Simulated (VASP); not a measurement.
Wanted: the native input for a VASP 6.6.1 run.

| Item | Value |
| --- | --- |
| Task | density of states |
| Functional | PBE |
| Potentials or basis | VASP PAW PBE potentials, release 64 (Ba_sv, Al, B) |
| Cutoff | 420 eV |
| k mesh | 15 × 15 × 4 |
| Occupations | gaussian, width 0.1 eV |
| Spin | no spin polarisation |
| Dipole correction | no |
| k mesh for the DOS | 23 × 23 × 6 |
| Occupations for the DOS | tetrahedron |
| Further INCAR settings | ALGO = Normal; EDIFF = 1e-06; NBANDS = 23 |

Crystal: BaAl2B4.

```
CELL_PARAMETERS angstrom
3.18111 0.00000 0.00000
-1.59056 2.75492 0.00000
0.00000 0.00000 10.30288
ATOMIC_POSITIONS crystal
Ba 0.00000 0.00000 0.00000
Al 0.00000 0.00000 0.62486
Al 0.00000 0.00000 0.37514
B 0.33333 0.66667 0.75892
B 0.66667 0.33333 0.75892
B 0.66667 0.33333 0.24108
B 0.33333 0.66667 0.24108
```

One way to write it, as run:

POSCAR

```
BaAl2B4
1.0
    3.1811114616      0.0000000000      0.0000000000
   -1.5905557308      2.7549233380      0.0000000000
    0.0000000000      0.0000000000     10.3028821218
Ba Al B
1 2 4
Direct
    0.0000000000      0.0000000000      0.0000000000
    0.0000000000      0.0000000000      0.6248637370
    0.0000000000      0.0000000000      0.3751362630
    0.3333333333      0.6666666667      0.7589203758
    0.6666666667      0.3333333333      0.7589203758
    0.6666666667      0.3333333333      0.2410796242
    0.3333333333      0.6666666667      0.2410796242
```

INCAR.step1

```
SYSTEM = BaAl2B4
ALGO = Normal
EDIFF = 1E-6
ENCUT = 420
GGA = PE
GGA_COMPAT = .False.
ISIF = 2
ISMEAR = 0
LASPH = .True.
LCHARG = .True.
LORBIT = 11
LREAL = .False.
LWAVE = .False.
NBANDS = 23
NEDOS = 2001
NELM = 120
PREC = Accurate
SIGMA = 0.1
```

KPOINTS.step1

```
k-points
0
Gamma
  15 15 4
  0 0 0
```

INCAR.step2

```
SYSTEM = BaAl2B4
ALGO = Normal
EDIFF = 1E-6
ENCUT = 420
GGA = PE
GGA_COMPAT = .False.
ICHARG = 11
ISIF = 2
ISMEAR = -5
LASPH = .True.
LCHARG = .False.
LORBIT = 11
LREAL = .False.
LWAVE = .False.
NBANDS = 23
NEDOS = 1001
NELM = 120
PREC = Accurate
SIGMA = 0.1
```

KPOINTS.step2

```
k-points
0
Gamma
  23 23 6
  0 0 0
```

Potentials or basis: VASP PAW PBE potentials, release 64 (Ba_sv, Al, B).

Command:

```console
$ cat potpaw_PBE.64/Ba_sv/POTCAR potpaw_PBE.64/Al/POTCAR potpaw_PBE.64/B/POTCAR > POTCAR
$ cp INCAR.step1 INCAR
$ cp KPOINTS.step1 KPOINTS
$ mpirun -np 1 vasp_std > vasp.out
$ cp INCAR.step2 INCAR
$ cp KPOINTS.step2 KPOINTS
$ mpirun -np 1 vasp_std > vasp.out
```

It gave:

```
Valence electrons inside the program's atomic spheres : Ba 8.37; Al 0.77; B 1.86
```

Caveat: spin-orbit coupling is left out, which moves the levels of the heavy elements.

Wall time 3.7 min on 1 thread of Intel(R) Xeon(R) Platinum 8259CL CPU @ 2.50GHz (Skylake/Cascade Lake), with other jobs on the host, peak memory 0.43 GiB.
